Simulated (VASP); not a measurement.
Input of a VASP 6.6.1 run:

File INCAR:

```
SYSTEM = Cu
PREC     = Accurate       ! precision mode
ENCUT    = 520            ! plane-wave cutoff, eV
EDIFF    = 1E-6           ! SCF threshold, eV
ISMEAR   = 0              ! smearing method
SIGMA    = 0.1            ! smearing width, eV
LREAL    = .False.        ! projectors in reciprocal space
LASPH    = .True.         ! aspherical terms in the spheres
NELM     = 60             ! most SCF steps
ALGO     = Normal         ! electronic algorithm
ISIF     = 2              ! what is computed and relaxed
LWAVE    = .False.        ! write WAVECAR
LCHARG   = .False.        ! write CHGCAR
LDIPOL   = .True.       
IDIPOL   = 3            
DIPOL    = 0.5 0.5 0.497
GGA      = CA             ! functional
NBANDS   = 24             ! bands
```

File KPOINTS:

```
Automatic mesh
0
Gamma
  11 11 1
  0 0 0
```

Contents of POSCAR:

```
Cu
1.0
    2.4875770281      0.0000000000      0.0000000000
    0.0000000000      2.4875770281      0.0000000000
    0.0000000000      0.0000000000     17.5179651706
Cu
3
Direct
    0.5000000000      0.5000000000      0.3995897886
    0.0000000000      0.0000000000      0.4971438658
    0.5000000000      0.5000000000      0.5946972347
```

Potentials or basis: VASP PAW LDA potentials, release 64 (Cu).

The run is started by

```sh
$ cat potpaw_LDA.64/Cu/POTCAR > POTCAR
$ mpirun -np 1 vasp_std > vasp.out
```

Task: Estimate the largest force.

Result: 0.053 eV/Å.

Forces in eV/Å, atoms in the order of the input:
```
Cu   0.000  0.000 -0.053
Cu   0.000  0.000  0.000
Cu   0.000  0.000  0.053
```
